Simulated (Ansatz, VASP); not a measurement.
## Ga3BSb2: VASP beside Ansatz

```xyz
6
Lattice="3.9201 0.0000 0.0000 -1.9601 3.3949 0.0000 0.0000 0.0000 10.6961" Properties=species:S:1:pos:R:3 pbc="T T T"
Ga    0.0000    0.0000    2.5706
Ga    1.9601    1.1316    6.7903
Ga    0.0000    2.2633    9.1437
B     0.0000    2.2633    7.0756
Sb    0.0000    0.0000   10.6053
Sb    1.9601    1.1316    3.9247
```

Change from the starting cell: species swapped into the MnHg2Te3 type (P3m1, No. 156).

Alike in both runs: functional PBE; k mesh 5 × 5 × 2; occupations gaussian, width 0.2 eV; no spin polarisation.

Ansatz relaxed the structure, and its values are those at the end. VASP's run is a single point on that final structure, the one shown.

|  | VASP | Ansatz |
| --- | --- | --- |
| version | VASP 6.6.1 | Ansatz 0.2.0 |
| potentials or method | VASP PAW PBE potentials, release 64 (Ga_d, B, Sb), cutoff 520 eV | scalar-relativistic, plane waves, PAW |
| valence electrons in the cell | 52 | 72 |

VASP gave:

```
gap on the k mesh at the Fermi level (eV) : none
pressure (GPa)                            : 0.2
rms of the force components (eV/Å)        : 0.018
```

Q: Which values does Ansatz return?

A: gap on the k mesh at the Fermi level (eV): none; pressure (GPa): 0.1; rms of the force components (eV/Å): 0.016.

A gap of «none» marks a metal or a gap that the smearing closes. VASP's potentials hold 52 valence electrons a cell and Ansatz's 72, so a difference there can come from the potentials and not from the codes.

The k mesh is coarse, so the values compare programs but aren't converged. Neither program's run includes spin-orbit coupling.
